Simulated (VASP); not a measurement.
A run of VASP 6.6.1 is set up as follows.

Contents of INCAR:

```
SYSTEM = Si2Ni
  PREC = Accurate
  ENCUT = 520
  EDIFF = 1E-7
  ISMEAR = 0
  SIGMA = 0.028999999999999998
  LREAL = .False.
  LASPH = .True.
  NELM = 150
  ALGO = Normal
  ISIF = 2
  LWAVE = .False.
  LCHARG = .False.
  ISPIN = 2
  MAGMOM = 1 0 0
  LORBIT = 11
  LMAXMIX = 4
  GGA = PE
  NBANDS = 20
```

The input KPOINTS:

```
regular mesh
0
Gamma
  9 9 9
  0 0 0
```

POSCAR

```
Si2Ni
1.0
    0.0000000000      2.7030000000      2.7030000000
    2.7030000000      0.0000000000      2.7030000000
    2.7030000000      2.7030000000      0.0000000000
Ni Si
1 2
Direct
    0.0000000000      0.0000000000      0.0000000000
    0.7500000000      0.7500000000      0.7500000000
    0.2500000000      0.2500000000      0.2500000000
```

Potentials or basis: VASP PAW PBE potentials, release 64 (Ni, Si).

The run is started by

```sh
$ cat potpaw_PBE.64/Ni/POTCAR potpaw_PBE.64/Si/POTCAR > POTCAR
$ mpirun -np 1 vasp_std > vasp.out
```

(1) What does it give for the band gap on the k mesh?

(2) Predict the net moment.

(3) Estimate the pressure.

Results:

(1) zero (filled and empty bands overlap).

(2) 0.00 μB per cell.

(3) 3.9 GPa.
